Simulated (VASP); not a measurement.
SnO2: single point with PBE

Crystal: SnO2.

```
Sn O
1.0
     4.82771    0.00000    0.00000
     0.00000    4.82771    0.00000
     0.00000    0.00000    3.23799
Sn O
2 4
Cartesian
  0.0000 0.0000 0.0000
  2.4139 2.4139 1.6190
  1.6039 1.3565 0.0000
  0.8099 3.7703 1.6190
  3.2238 3.4712 0.0000
  4.0178 1.0574 1.6190
```

This cell differs from its parent crystal: atoms displaced along a vibrational mode.

```yaml
Program: VASP 6.6.1
Task: single point
Functional: PBE
Potentials_or_basis: VASP PAW PBE potentials, release 64 (Sn_d, O)
Cutoff: 520 eV
k_mesh: 6 × 6 × 8
Occupations: gaussian, width 0.05 eV
Spin: no spin polarisation
Dipole_correction: no
Further_INCAR_settings: ALGO = Normal; EDIFF = 1e-07; NBANDS = 35
```

The pressure is -0.6 GPa, the largest force is 0.168 eV/Å and the band gap on the k mesh is 0.92 eV (least direct gap 0.97 eV).

Forces in eV/Å, atoms in the order of the input:
```
Sn   0.000  0.000  0.000
Sn   0.000  0.000  0.000
O   -0.075  0.150  0.000
O    0.075  0.150  0.000
O    0.075 -0.150  0.000
O   -0.075 -0.150  0.000
```

Stress tensor (GPa, compression positive):
```
 0.29  0.00  0.00
 0.00 -1.56  0.00
 0.00  0.00 -0.43
```

Levels at points of the mesh, in eV from the valence-band top:
| k point | band 24 | band 25 | band 26 | band 27 | band 28 | band 29 |
| --- | --- | --- | --- | --- | --- | --- |
| (0.00, 0.00, 0.00) | -0.57 | -0.44 | -0.05 | 0.92 | 5.76 | 6.19 |
| (0.50, 0.00, 0.00) | -1.02 | -0.54 | -0.54 | 4.10 | 4.10 | 7.34 |
| (0.00, 0.50, 0.00) | -1.01 | -0.25 | -0.25 | 3.81 | 3.81 | 6.59 |
| (0.50, 0.50, 0.00) | -1.15 | -0.62 | -0.62 | 4.40 | 4.40 | 7.23 |
| (0.00, 0.00, 0.50) | -1.37 | -0.89 | -0.89 | 5.62 | 5.62 | 9.41 |
| (0.50, 0.00, 0.50) | -0.98 | -0.48 | -0.48 | 5.79 | 5.79 | 7.49 |
| (0.00, 0.50, 0.50) | -0.72 | -0.72 | -0.72 | 5.95 | 5.95 | 7.87 |
| (0.50, 0.50, 0.50) | -0.76 | -0.54 | -0.54 | 4.45 | 4.45 | 8.78 |

Wall time 62 s on 1 thread of Intel(R) Xeon(R) 6975P-C (Granite Rapids) (shared host), peak memory 0.29 GiB.

Caveat: the cell differs from its parent crystal (atoms displaced along a vibrational mode); spin-orbit coupling is left out, which moves the levels of the heavy elements. A k mesh can miss the band edges.
